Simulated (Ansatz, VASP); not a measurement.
## Ge in VASP and in Ansatz

Contents of INCAR:

```
SYSTEM = Ge
PREC = Accurate
ENCUT = 520
EDIFF = 1E-6
ISMEAR = -1
SIGMA = 0.02
LREAL = .FALSE.
LASPH = .TRUE.
NELM = 150
ALGO = Normal
ISIF = 2
LWAVE = .FALSE.
LCHARG = .TRUE.
LNONCOLLINEAR = .TRUE.
MAGMOM = 0 0 0 0 0 0
LORBIT = 11
LSORBIT = .TRUE.
GGA_COMPAT = .FALSE.
LORBMOM = .TRUE.
GGA = PE
LVHAR = .TRUE.
NBANDS = 40
```

File KPOINTS:

```
Automatic mesh
0
G
  8 8 8
  0 0 0
```

Contents of POSCAR:

```
Ge
1.0
    0.0000000000      2.8368735119      2.8368735119
    2.8368735119      0.0000000000      2.8368735119
    2.8368735119      2.8368735119      0.0000000000
Ge
2
Direct
    0.0000000000      0.0000000000      0.0000000000
    0.2500000000      0.2500000000      0.2500000000
```

Input for Ansatz:

```yaml
crystal:
  lattice:
    - [0.0, 2.8368735119, 2.8368735119]
    - [2.8368735119, 0.0, 2.8368735119]
    - [2.8368735119, 2.8368735119, 0.0]
  atoms:
    - { symbol: Ge, position: [0.0, 0.0, 0.0] }
    - { symbol: Ge, position: [0.25, 0.25, 0.25] }
kpoints:
  mp_grid: { grid: [8, 8, 8] }
  band_path:
    path:
      - [0.0, 0.0, 0.0]
      - [0.5, 0.0, 0.5]
      - [0.625, 0.25, 0.625]
      - [0.375, 0.375, 0.75]
      - [0.5, 0.5, 0.5]
      - [0.5, 0.25, 0.75]
    npoints: 1
hamiltonian:
  xc: pbe
scf:
  occupations: { method: fermi_dirac, width: 0.02 }
  n_extra_bands: 8
magnetization:
  noncollinear: true
  spin_orbit: true
output:
  forces: true
  stress: true
  eigenvalues: true
  write_density: true
  write_potential: true
  elf: true
  volumetric_format: npy
```

Alike in both runs: task single point; functional PBE; k mesh 8 × 8 × 8; occupations fermi-dirac, width 0.02 eV; non-collinear spin, spin-orbit coupling.

|  | VASP | Ansatz |
| --- | --- | --- |
| version | VASP 6.6.1 | Ansatz 0.2.0 |
| potentials or method | VASP PAW PBE potentials, release 64 (Ge_d) | plane waves, PAW |
| plane-wave cutoff (eV) | 520 | 420 |
| valence electrons in the cell | 28 | 28 |

```tsv
	VASP	Ansatz	Ansatz less VASP
pressure (GPa)	3.0	3.0	+0.04
net moment per atom (μB)	0.00	0.00	0.000
```

The functional is the same, so the differences come from potentials, cutoffs and numerics.
